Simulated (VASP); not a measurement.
# Hg2Ru (Fd-3m) in VASP: further runs

The runs below take Hg2Ru through single point, relaxation of cell and atoms, with PBE.

Everything below comes from runs of VASP 6.6.1. Logs are shortened: lines on timing, memory, paths and dates and some standing lists are left out, and cuts for length are marked.

## Step 1: The cell of the first run

It takes space group Fd-3m (No. 227, cubic). Conventional cell: a = 7.806 Å, b = 7.806 Å, c = 7.806 Å, α = 90.00°, β = 90.00°, γ = 90.00°. Within 3.6 Å of Hg (site symmetry -3m) lie 6 Hg at 2.76 Å and 6 Ru at 3.24 Å. Ru (site symmetry -43m) has 12 Hg at 3.24 Å and 4 Ru at 3.38 Å within 4.3 Å.

## Step 2: Single point, PBE

Input file INCAR:

```
SYSTEM = Hg2Ru
ALGO = Fast
EDIFF = 1E-7
ENCUT = 520
GGA = PE
ISIF = 2
ISMEAR = 0
LASPH = .TRUE.
LCHARG = .FALSE.
LREAL = .FALSE.
LWAVE = .FALSE.
NBANDS = 47
NELM = 80
PREC = Accurate
SIGMA = 0.1
```

Input file KPOINTS:

```
k-points
0
G
  8 8 8
  0 0 0
```

Input file POSCAR:

```
Hg2Ru
1.0
    0.0000000000      3.9028142629      3.9028142629
    3.9028142629      0.0000000000      3.9028142629
    3.9028142629      3.9028142629      0.0000000000
Hg Ru
4 2
Direct
    0.1250000000      0.1250000000      0.1250000000
    0.6250000000      0.1250000000      0.1250000000
    0.1250000000      0.1250000000      0.6250000000
    0.1250000000      0.6250000000      0.1250000000
    0.5000000000      0.5000000000      0.5000000000
    0.7500000000      0.7500000000      0.7500000000
```

Potentials or basis: VASP PAW PBE potentials, release 64 (Hg, Ru_pv).

Command:

```sh
cat potpaw_PBE.64/Hg/POTCAR potpaw_PBE.64/Ru_pv/POTCAR > POTCAR
mpirun -np 1 vasp_std > vasp.out
```

OUTCAR:

```text
SYSTEM = Hg2Ru
   EDIFF = 1E-7
   ENCUT = 520
   GGA = PE
   ISIF = 2
   ISMEAR = 0
   LASPH = .TRUE.
   LREAL = .FALSE.
   NELM = 80
   PREC = Accurate

 ion  position               nearest neighbor table
   1  0.125  0.125  0.125-   2 2.76   3 2.76   4 2.76   3 2.76   4 2.76   2 2.76   6 3.24   5 3.24
                             6 3.24   5 3.24   6 3.24   5 3.24
   2  0.625  0.125  0.125-   1 2.76   3 2.76   4 2.76   1 2.76   3 2.76   4 2.76   5 3.24   6 3.24
                             5 3.24   5 3.24   6 3.24   6 3.24
   3  0.125  0.125  0.625-   1 2.76   1 2.76   2 2.76   4 2.76   4 2.76   2 2.76   6 3.24   5 3.24
                             6 3.24   5 3.24   6 3.24   5 3.24
   4  0.125  0.625  0.125-   1 2.76   3 2.76   1 2.76   2 2.76   3 2.76   2 2.76   5 3.24   6 3.24
                             5 3.24   6 3.24   6 3.24   5 3.24
   5  0.500  0.500  0.500-   1 3.24   1 3.24   4 3.24   3 3.24   2 3.24   3 3.24   1 3.24   2 3.24
                             4 3.24   2 3.24   3 3.24   4 3.24
   6  0.750  0.750  0.750-   1 3.24   1 3.24   4 3.24   1 3.24   2 3.24   4 3.24   2 3.24   2 3.24
                             3 3.24   3 3.24   3 3.24   4 3.24

  LATTYP: Found a face centered cubic cell.
 ALAT       =     7.8056285258

  Lattice vectors:

 A1 = (   0.0000000000,   3.9028142629,   3.9028142629)
 A2 = (   3.9028142629,   0.0000000000,   3.9028142629)
 A3 = (   3.9028142629,   3.9028142629,   0.0000000000)

Analysis of symmetry for initial positions (statically):
=====================================================================
 Subroutine PRICEL returns:
 Original cell was already a primitive cell.

 Routine SETGRP: Setting up the symmetry group for a
 face centered cubic supercell.

 Subroutine GETGRP returns: Found 48 space group operations
 (whereof 24 operations were pure point group operations)
 out of a pool of 48 trial point group operations.

The static configuration has the point symmetry T_d .
 The point group associated with its full space group is O_h .

Analysis of symmetry for dynamics (positions and initial velocities):
=====================================================================
 Subroutine PRICEL returns:
 Original cell was already a primitive cell.

 Routine SETGRP: Setting up the symmetry group for a
 face centered cubic supercell.

 Subroutine GETGRP returns: Found 48 space group operations
 (whereof 24 operations were pure point group operations)
 out of a pool of 48 trial point group operations.

The dynamic configuration has the point symmetry T_d .
 The point group associated with its full space group is O_h .

 Subroutine INISYM returns: Found 48 space group operations
 (whereof 24 operations are pure point group operations),
 and found     1 'primitive' translations

----------------------------------------------------------------------------------------

                                     Primitive cell

  volume of cell :     118.8950

  direct lattice vectors                    reciprocal lattice vectors
     0.000000000  3.902814263  3.902814263    -0.128112681  0.128112681  0.128112681
     3.902814263  0.000000000  3.902814263     0.128112681 -0.128112681  0.128112681
     3.902814263  3.902814263  0.000000000     0.128112681  0.128112681 -0.128112681

  length of vectors
     5.519412862  5.519412862  5.519412862     0.221897673  0.221897673  0.221897673

  position of ions in fractional coordinates (direct lattice)
     0.125000000  0.125000000  0.125000000
     0.625000000  0.125000000  0.125000000
     0.125000000  0.125000000  0.625000000
     0.125000000  0.625000000  0.125000000
     0.500000000  0.500000000  0.500000000
     0.750000000  0.750000000  0.750000000

  ion indices of the primitive-cell ions
   primitive index   ion index
                 1           1
                 2           2
                 3           3
                 4           4
                 5           5
                 6           6

----------------------------------------------------------------------------------------

 KPOINTS: k-points

Automatic generation of k-mesh.
 Grid dimensions read from file:
 generate k-points for:    8    8    8

 Generating k-lattice:

  Cartesian coordinates                     Fractional coordinates (reciprocal lattice)
    -0.016014085  0.016014085  0.016014085     0.125000000  0.000000000  0.000000000
     0.016014085 -0.016014085  0.016014085     0.000000000  0.125000000  0.000000000
     0.016014085  0.016014085 -0.016014085     0.000000000  0.000000000  0.125000000

  Length of vectors
     0.027737209  0.027737209  0.027737209

  Shift w.r.t. Gamma in fractional coordinates (k-lattice)
     0.000000000  0.000000000  0.000000000

 Subroutine IBZKPT returns following result:
 ===========================================

 Found     29 irreducible k-points:

 Following reciprocal coordinates:
            Coordinates               Weight
  0.000000  0.000000  0.000000      1.000000
  0.125000  0.000000  0.000000      8.000000
  0.250000  0.000000  0.000000      8.000000
  0.375000  0.000000  0.000000      8.000000
  0.500000  0.000000  0.000000      4.000000
  0.125000  0.125000  0.000000      6.000000
[... 16 lines left out ...]
  0.500000  0.250000  0.125000     48.000000
 -0.375000  0.250000  0.125000     24.000000
 [... further k-points ...]
   k-points           NKPTS =     29   k-points in BZ     NKDIM =     29   number of bands    NBANDS=     47
   number of dos      NEDOS =    301   number of ions     NIONS =      6
   total plane-waves  NPLWV =  74088
   dimension x,y,z NGX =    42 NGY =   42 NGZ =   42
   dimension x,y,z NGXF=    84 NGYF=   84 NGZF=   84
   ions per type =               4   2
   NGX,Y,Z   is equivalent  to a cutoff of  12.65, 12.65, 12.65 a.u.
   NGXF,Y,Z  is equivalent  to a cutoff of  25.30, 25.30, 25.30 a.u.
 SYSTEM =  Hg2Ru
   PREC   = accura    normal or accurate (medium, high low for compatibility)
   ISTART =      0    job   : 0-new  1-cont  2-samecut
   ICHARG =      2    charge: 1-file 2-atom 10-const
   ISPIN  =      1    spin polarized calculation?
   LNONCOLLINEAR =      F non collinear calculations
   LSORBIT =      F    spin-orbit coupling
   LASPH  =      T    aspherical Exc in radial PAW
   ENCUT  =  520.0 eV  38.22 Ry    6.18 a.u.  10.26 10.26 10.26*2*pi/ulx,y,z
   NELM   =     80;   NELMIN=  2; NELMDL= -5     # of ELM steps
   EDIFF  = 0.1E-06   stopping-criterion for ELM
   LREAL  =      F    real-space projection
   EDIFFG = 0.1E-05   stopping-criterion for IOM
   NSW    =      0    number of steps for IOM
   IBRION =     -1    ionic relax: 0-MD 1-quasi-New 2-CG
   NFREE  =      0    steps in history (QN), initial steepest desc. (CG)
   ISIF   =      2    stress and relaxation
   ISYM   =      2    0-nonsym 1-usesym 2-fastsym
   POTIM  = 0.5000    time-step for ionic-motion
   TEBEG  =    0.0;   TEEND  =   0.0 temperature during run
   PSTRESS=    0.0 pullay stress
   NELECT =      76.0000    total number of electrons
   NUPDOWN=      -1.0000    fix difference up-down
   EMIN   =  10.00;   EMAX   =-10.00  energy-range for DOS
   EFERMI =   0.00;   METHOD = LEGACY
   ISMEAR =     0;   SIGMA  =   0.10  broadening in eV -4-tet -1-fermi 0-gaus
   EFERMI_NEDOS =   21; number of points for ismear=-14 and -15
   IALGO  =     68    algorithm
   IMIX   =      4    mixing-type and parameters
     AMIX     =   0.40;   BMIX     =  1.00
     AMIX_MAG =   1.60;   BMIX_MAG =  1.00
  volume/ion in A,a.u.               =      19.82       133.72
  Fermi-wavevector in a.u.,A,eV,Ry     =   1.410235  2.664958 27.058759  1.988763
  Thomas-Fermi vector in A             =   2.532210
   LORBIT       =      0    0 simple, 1 ext, 2 COOP (PROOUT), +10 PAW based schemes
   GGA     = PE    functional components
   LHFCALC =     F    Hartree Fock is set to
   AEXX    =    0.0000 exact exchange contribution
   IVDW    =     0    specifies the selected vdW correction
   LEPSILON=     F    determine dielectric tensor
   LRPA    =     F    only Hartree local field effects (RPA)
 non-spin polarized calculation
 RMM-DIIS sequential band-by-band and
 Gauss-broadening in eV      SIGMA  =   0.10
  energy-cutoff  :      520.00
  volume of cell :      118.90
 maximum number of plane-waves:      3250
 NGX is ok and might be reduce to    42
   NGX = 21   NGY = 21   NGZ = 21

 number of electron      76.0000010 magnetization

 Free energy of the ion-electron system (eV)
  ---------------------------------------------------
  ext. energy  EPLUGINS =         0.00000000
  ---------------------------------------------------
  free energy    TOTEN  =       -12.58856852 eV

  energy without entropy =      -12.52094944  energy(sigma->0) =      -12.55475898

 E-fermi :   5.1277     XC(G=0): -11.8400

 val. band max:        5.1271384299   @ k =  -0.1250   0.1250   0.0000
 cond. band min:       5.1279887741   @ k =   0.1250   0.0000   0.0000
 fundamental gap:      0.0008503442
 Fermi energy:         5.1277184004

 k-point     1 :       0.0000    0.0000    0.0000
  band No.  band energies     occupation
      1     -36.6703      2.00000
      2     -36.6703      2.00000
      3     -36.6703      2.00000
      4     -36.6450      2.00000
      5     -36.6450      2.00000
      6     -36.6450      2.00000
[... 39 lines left out ...]
     46      10.3830      0.00000
     47      10.3986      0.00000

 k-point     2 :       0.1250    0.0000    0.0000
  band No.  band energies     occupation
      1     -36.6706      2.00000
      2     -36.6706      2.00000
      3     -36.6699      2.00000
      4     -36.6453      2.00000
      5     -36.6447      2.00000
      6     -36.6447      2.00000
[... 39 lines left out ...]
     46       9.6774      0.00000
     47       9.6794      0.00000

 k-point     3 :       0.2500    0.0000    0.0000
  band No.  band energies     occupation
      1     -36.6713      2.00000
      2     -36.6713      2.00000
      3     -36.6692      2.00000
      4     -36.6461      2.00000
      5     -36.6439      2.00000
      6     -36.6439      2.00000
[... 39 lines left out ...]
     46       9.6066      0.00000
     47       9.6066      0.00000

 k-point     4 :       0.3750    0.0000    0.0000
  band No.  band energies     occupation
      1     -36.6719      2.00000
      2     -36.6719      2.00000
      3     -36.6685      2.00000
      4     -36.6469      2.00000
      5     -36.6433      2.00000
      6     -36.6433      2.00000
[... 939 lines left out ...]
     46      10.8029      0.00000
     47      11.0831      0.00000

 k-point    23 :       0.5000    0.2500    0.1250
  band No.  band energies     occupation
      1     -36.6738      2.00000
      2     -36.6727      2.00000
      3     -36.6648      2.00000
      4     -36.6505      2.00000
      5     -36.6425      2.00000
      6     -36.6416      2.00000
[... 39 lines left out ...]
     46      10.8283      0.00000
     47      11.7112      0.00000

 k-point    24 :      -0.3750    0.2500    0.1250
  band No.  band energies     occupation
      1     -36.6741      2.00000
      2     -36.6730      2.00000
      3     -36.6640      2.00000
      4     -36.6513      2.00000
      5     -36.6422      2.00000
      6     -36.6413      2.00000
[... 39 lines left out ...]
     46      10.6894      0.00000
     47      11.9887      0.00000

 [... further k-points ...]
[... 5 lines left out ...]
  --------------------------------------------------------------------------------------
  -------------------------------------------------------------------------------------
  Total        0.7585907      0.7585907      0.7585907     -0.0000000      0.0000000      0.0000000
  in kB       10.2224374     10.2224374     10.2224374     -0.0000000      0.0000000      0.0000000
  external PRESSURE =      10.2224374 kB  Pullay stress =       0.0000000 kB

 VOLUME and BASIS-vectors are now :
 -----------------------------------------------------------------------------
  energy-cutoff  :      520.00
  volume of cell :      118.90
      direct lattice vectors                 reciprocal lattice vectors
     0.000000000  3.902814263  3.902814263    -0.128112681  0.128112681  0.128112681
     3.902814263  0.000000000  3.902814263     0.128112681 -0.128112681  0.128112681
     3.902814263  3.902814263  0.000000000     0.128112681  0.128112681 -0.128112681

 POSITION                                       TOTAL-FORCE (eV/Angst)
 -----------------------------------------------------------------------------------
      0.97570      0.97570      0.97570        -0.000000     -0.000000      0.000000
      0.97570      2.92711      2.92711        -0.000000     -0.000000      0.000000
      2.92711      2.92711      0.97570        -0.000000     -0.000000      0.000000
      2.92711      0.97570      2.92711        -0.000000     -0.000000      0.000000
      3.90281      3.90281      3.90281        -0.000000     -0.000000     -0.000000
      5.85422      5.85422      5.85422         0.000000      0.000000      0.000000
 -----------------------------------------------------------------------------------
    total drift:                               -0.000000     -0.000000      0.000000

  FREE ENERGIE OF THE ION-ELECTRON SYSTEM (eV)
  ---------------------------------------------------
  free  energy   TOTEN  =       -12.5885685187 eV

  energy  without entropy=      -12.5209494440  energy(sigma->0) =      -12.55475898
```

It took 6.5 min on 1 thread of Oxide Virtual Turin-like, shared host; peak memory 0.3 GiB.

What came out:

```
Free energy            : -12.5886 eV
Pressure               : 1.0 GPa
Band gap on the k mesh : zero (band 38 reaches 5.15 eV, above the bottom of band 39 at 4.95 eV)
```

Caveat: spin-orbit coupling is left out, which moves the levels of the heavy elements.

## Step 3: Relaxation of cell and atoms, PBE

Input file INCAR:

```
SYSTEM = Hg2Ru
  PREC = Accurate
  ENCUT = 600
  EDIFF = 1E-6
  ISMEAR = 0
  SIGMA = 0.1
  LREAL = .FALSE.
  LASPH = .TRUE.
  NELM = 100
  ALGO = Fast
  ISIF = 3
  LWAVE = .FALSE.
  LCHARG = .FALSE.
  GGA = PE
  IBRION = 2
  NSW = 100
  EDIFFG = -0.01
```

Input file KPOINTS:

```
Automatic mesh
0
G
  8 8 8
  0 0 0
```

POSCAR is that of step 2.

Potentials or basis: VASP PAW PBE potentials, release 64 (Hg, Ru_pv).

Command:

```sh
cat potpaw_PBE.64/Hg/POTCAR potpaw_PBE.64/Ru_pv/POTCAR > POTCAR
mpirun -np 1 vasp_std > vasp.out
```

It took 18 min on 1 thread of Oxide Virtual Turin-like, shared host; peak memory 0.38 GiB.

The run converged. Its results:

```
Free energy                            : -12.5925 eV
Relaxed volume                         : 20.01 Å³/atom
Relaxed cell                           : a = 5.537 Å, b = 5.537 Å, c = 5.537 Å, α = 60.00°, β = 60.00°, γ = 60.00°
Space group after relaxing (to 0.05 Å) : Fd-3m (No. 227)
Energy gained by relaxing              : 0.6 meV/atom
Ionic steps                            : 3
Pressure after relaxing                : 0.0 GPa
Band gap on the k mesh                 : zero (band 38 reaches 5.04 eV, above the bottom of band 39 at 4.86 eV)
```

The path:
```
step  energy change (eV)  largest force (eV/Å)  pressure (GPa)  volume (Å³)
   1              0.0000                0.0000            1.07       118.90
   2             -0.0005                0.0000           -0.94       121.19
   3             -0.0039                0.0000            0.00       120.07
```

Final structure:
```
Hg Ru
1.0
     0.00000    3.91560    3.91560
     3.91560    0.00000    3.91560
     3.91560    3.91560    0.00000
Hg Ru
4 2
Direct
  0.12500 0.12500 0.12500
  0.62500 0.12500 0.12500
  0.12500 0.12500 0.62500
  0.12500 0.62500 0.12500
  0.50000 0.50000 0.50000
  0.75000 0.75000 0.75000
```

Levels at points of the mesh, in eV from the Fermi level:
```
           k point  band 34  band 35  band 36  band 37  band 38  band 39  band 40  band 41  band 42  band 43
(0.00, 0.00, 0.00)    -1.33    -1.33    -1.33     0.02     0.02     1.84     1.84     1.84     2.18     2.18
(0.50, 0.00, 0.00)    -0.97    -0.97    -0.93    -0.01    -0.01     0.15     1.32     1.32     1.71     1.71
(0.50, 0.50, 0.00)    -1.08    -0.71    -0.71    -0.17    -0.17    -0.05    -0.05     1.03     1.03     5.64
```

Caveat: spin-orbit coupling is left out, which moves the levels of the heavy elements.
